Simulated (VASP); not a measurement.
Runs of VASP 6.6.1 on VSi2. The structure is that of space group I4_1/amd (No. 141), or close to it. The cells are those of the table. 

```tsv
task	spin	cell	k mesh	cutoff (eV)	gap on the mesh (eV)	pressure (GPa)	largest force (eV/Å)
single point	off	a = 5.252 Å, angles 125.8, 125.8, 80.3°, 6 atoms	6 × 6 × 6	520	none	0.0	0.01
single point	collinear, ferromagnetic start	a = 5.679 Å, angles 139.4, 139.4, 58.7°, 6 atoms	6 × 6 × 6	520	none	(a)	4.45
single point	off	a = 5.251 Å, angles 125.8, 125.8, 80.3°, 6 atoms	12 × 12 × 12	520	none	0.0	0.01
relaxation of cell and atoms	off	relaxed from a = 5.679 Å, angles 139.4, 139.4, 58.7°, 6 atoms	6 × 6 × 6	600	none	-0.2	0.04
```

Alike in all rows: level PBE; potentials or basis VASP PAW PBE potentials, release 64 (V_sv, Si); smearing gaussian 0.1 eV.

Problem. Fill in the values left out.

Solution. (a) 87.2.

Caveats: some runs use coarse meshes; forces of over 1 eV/Å act on the atoms, so gaps and moduli don't describe the material at rest (some runs).

A gap of «none» marks levels without a gap at the run's occupations.
